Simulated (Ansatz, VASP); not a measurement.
## AlN in VASP and in Ansatz

The input INCAR:

```
ALGO = Normal ; EDIFF = 1E-6
ENCUT = 520 ; GGA = PS
ISIF = 2 ; ISMEAR = 0
LASPH = T ; LCHARG = T
LELF = T ; LREAL = F
LVHAR = T ; LWAVE = F
NBANDS = 11 ; NELM = 100
PREC = Accurate ; SIGMA = 0.05
```

KPOINTS

```
k-points
0
Gamma
  10 10 10
```

POSCAR

```
AlN
1.0
    0.0514605931      1.9341652194      1.9341652194
    1.9341652194      0.0514605931      1.9341652194
    1.9341652194      1.9341652194      0.0514605931
Al N
1 1
Direct
    0.5000000000      0.5000000000      0.5000000000
    0.0000000000      0.0000000000      0.0000000000
```

Input for Ansatz:

```yaml
crystal:
  lattice:
    - [0.0514605931, 1.9341652194, 1.9341652194]
    - [1.9341652194, 0.0514605931, 1.9341652194]
    - [1.9341652194, 1.9341652194, 0.0514605931]
  atoms:
    - { symbol: Al, position: [0.5, 0.5, 0.5] }
    - { symbol: "N", position: [0.0, 0.0, 0.0] }
basis:
  ecutwfc: 520.0
kpoints:
  mp_grid: { grid: [10, 10, 10] }
hamiltonian:
  xc: pbesol
  pseudopotentials: { kind: paw, azcp: { folder: soft_1 } }
scf:
  occupations: { method: gaussian, width: 0.05 }
output:
  forces: true
  stress: true
  eigenvalues: true
```

Alike in both runs: task single point; functional PBEsol; k mesh 10 × 10 × 10; occupations gaussian, width 0.05 eV; no spin polarisation.

|  | VASP | Ansatz |
| --- | --- | --- |
| version | VASP 6.6.1 | Ansatz 0.2.0 |
| potentials or method | VASP PAW PBE potentials, release 64 (Al, N), cutoff 520 eV | scalar-relativistic, plane waves, PAW |
| valence electrons in the cell | 8 | 8 |

Ansatz gave:

```
gap on the k mesh at the Fermi level (eV) : 4.41
least direct gap on the mesh (eV)         : 7.60
```

**Question.** Estimate VASP's values.

**Answer.** gap on the k mesh at the Fermi level (eV): 4.41; least direct gap on the mesh (eV): 7.61.

VASP's potentials were made for PBE, not for PBEsol, and Ansatz warns of the same on its side.
